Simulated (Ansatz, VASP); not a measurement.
Two plane-wave programs on Ta

Contents of INCAR:

```
PREC = Accurate ; ENCUT = 520
EDIFF = 1E-7 ; ISMEAR = 0
SIGMA = 0.05 ; LREAL = F
LASPH = T ; NELM = 150
ALGO = Normal ; ISIF = 2
LWAVE = F ; LCHARG = F
MAGMOM = 0 0 0 ; LORBIT = 11
LSORBIT = T ; GGA_COMPAT = F
LORBMOM = T ; LMAXMIX = 4
GGA = PS ; NBANDS = 22
```

KPOINTS

```
Automatic mesh
0
Gamma
  22 22 22
```

File POSCAR:

```
Ta
1.0
   -1.5000330494      1.5000330494      1.5000330494
    1.5000330494     -1.5000330494      1.5000330494
    1.5000330494      1.5000330494     -1.5000330494
Ta
1
Direct
    0.0000000000      0.0000000000      0.0000000000
```

Input for Ansatz:

```yaml
crystal:
  lattice:
    - [-1.5000330494, 1.5000330494, 1.5000330494]
    - [1.5000330494, -1.5000330494, 1.5000330494]
    - [1.5000330494, 1.5000330494, -1.5000330494]
  atoms:
    - { symbol: Ta, position: [0.0, 0.0, 0.0] }
scf:
  occupations: { method: gaussian, width: 0.05 }
output:
  forces: true
  stress: true
  eigenvalues: true
  write_density: true
  write_potential: true
  elf: true
  volumetric_format: npy
hamiltonian:
  xc: pbesol
magnetization:
  noncollinear: true
  spin_orbit: true
basis:
  ecutwfc: 450
kpoints:
  mp_grid: { grid: [22, 22, 22] }
```

Alike in both runs: task single point; functional PBEsol; k mesh 22 × 22 × 22; occupations gaussian, width 0.05 eV; non-collinear spin, spin-orbit coupling.

```csv
,VASP,Ansatz
version,VASP 6.6.1,Ansatz 0.2.0
potentials or method,"VASP PAW PBE potentials, release 64 (Ta_pv), cutoff 520 eV","plane waves, PAW"
valence electrons in the cell,11,13
```

```csv
,VASP,Ansatz,Ansatz less VASP
net moment per atom (μB),0.00,0.00,0.000
```

VASP's potentials were made for PBE, not for PBEsol. VASP's potentials hold 11 valence electrons a cell and Ansatz's 13, so a difference there can come from the potentials and not from the codes.
